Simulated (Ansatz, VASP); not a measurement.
## Two plane-wave programs on BaS

INCAR

```
  PREC = Accurate
  ENCUT = 520
  EDIFF = 1E-6
  ISMEAR = -1
  SIGMA = 0.02
  LREAL = F
  LASPH = T
  NELM = 100
  ALGO = Normal
  ISIF = 2
  LWAVE = F
  LCHARG = F
  GGA = PE
  NBANDS = 15
```

Contents of KPOINTS:

```
regular mesh
0
Gamma
  8 8 8
```

Contents of POSCAR:

```
BaS
1.0
   -0.0782072295      3.2117958739      3.2117958739
    3.2117958739     -0.0782072295      3.2117958739
    3.1335886444      3.1335886444      0.0000000000
Ba S
1 1
Direct
    0.0000000000      0.0000000000      0.0000000000
    0.5000000000      0.5000000000      0.5000000000
```

Input for Ansatz:

```yaml
crystal:
  lattice:
    - [-0.0782072295, 3.2117958739, 3.2117958739]
    - [3.2117958739, -0.0782072295, 3.2117958739]
    - [3.1335886444, 3.1335886444, 0.0]
  atoms:
    - { symbol: Ba, position: [0.0, 0.0, 0.0] }
    - { symbol: S, position: [0.5, 0.5, 0.5] }
kpoints:
  mp_grid: { grid: [8, 8, 8] }
  band_path:
    path:
      - [0.0, 0.0, 0.0]
      - [0.5, 0.0, 0.5]
      - [0.625, 0.25, 0.625]
      - [0.375, 0.375, 0.75]
      - [0.5, 0.5, 0.5]
      - [0.5, 0.25, 0.75]
      - [0.5, 0.5, 0.0]
    npoints: 1
hamiltonian:
  xc: pbe
scf:
  occupations: { method: fermi_dirac, width: 0.02 }
  n_extra_bands: 4
output:
  forces: true
  stress: true
  eigenvalues: true
```

Change from the starting cell: shear_xy strain -4.9%.

Alike in both runs: task single point; functional PBE; k mesh 8 × 8 × 8; occupations fermi-dirac, width 0.02 eV; no spin polarisation.

|  | VASP | Ansatz |
| --- | --- | --- |
| version | VASP 6.6.1 | Ansatz 0.2.0 |
| potentials or method | VASP PAW PBE potentials, release 64 (Ba_sv, S) | plane waves, PAW |
| plane-wave cutoff (eV) | 520 | 420 |
| valence electrons in the cell | 16 | 16 |

|  | VASP | Ansatz | Ansatz less VASP |
| --- | --- | --- | --- |
| gap on the k mesh at the Fermi level (eV) | 2.06 | 2.16 | +0.095 |
| pressure (GPa) | 0.6 | 0.1 | -0.56 |
| traceless stress, the component that is largest in VASP (GPa) | 0.91 | 0.91 | +0.001 |

Neither program's run includes spin-orbit coupling.
